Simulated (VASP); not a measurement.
Si4W, 10 atoms in the cell. The structure is orthorhombic, space group Ccce (No. 68). Conventional cell: a = 6.411 Å, b = 8.018 Å, c = 6.367 Å, α = 90.00°, β = 90.00°, γ = 90.00°. Si (site symmetry 1) has 6 Si at 2.50 to 3.02 Å and 3 W at 2.65 to 3.27 Å within 3.3 Å. Within 3.5 Å of W (site symmetry 222) lie 12 Si at 2.65 to 3.27 Å. 

```yaml
Program: VASP 6.6.1
Task: single point
Functional: PBE
Potentials_or_basis: VASP PAW PBE potentials, release 64 (Si, W_sv)
Cutoff: 520 eV
k_mesh: 6 × 6 × 6
Occupations: gaussian, width 0.1 eV
Spin: no spin polarisation
Dipole_correction: no
Further_INCAR_settings: ALGO = Normal; EDIFF = 1e-06; NBANDS = 41
```

Potentials or basis: VASP PAW PBE potentials, release 64 (Si, W_sv).

Launch:

```sh
$ cat potpaw_PBE.64/Si/POTCAR potpaw_PBE.64/W_sv/POTCAR > POTCAR
$ mpirun -np 1 vasp_std > vasp.out
```

Hardware: 1 thread of Intel(R) Xeon(R) Platinum 8259CL CPU @ 2.50GHz (Skylake/Cascade Lake) (shared host).

Problem. Estimate the wall time of this run.

Solution. Wall time 6.8 min on 1 thread of Intel(R) Xeon(R) Platinum 8259CL CPU @ 2.50GHz (Skylake/Cascade Lake) (shared host), peak memory 0.42 GiB. Counts: scf iterations 14, k points 52.
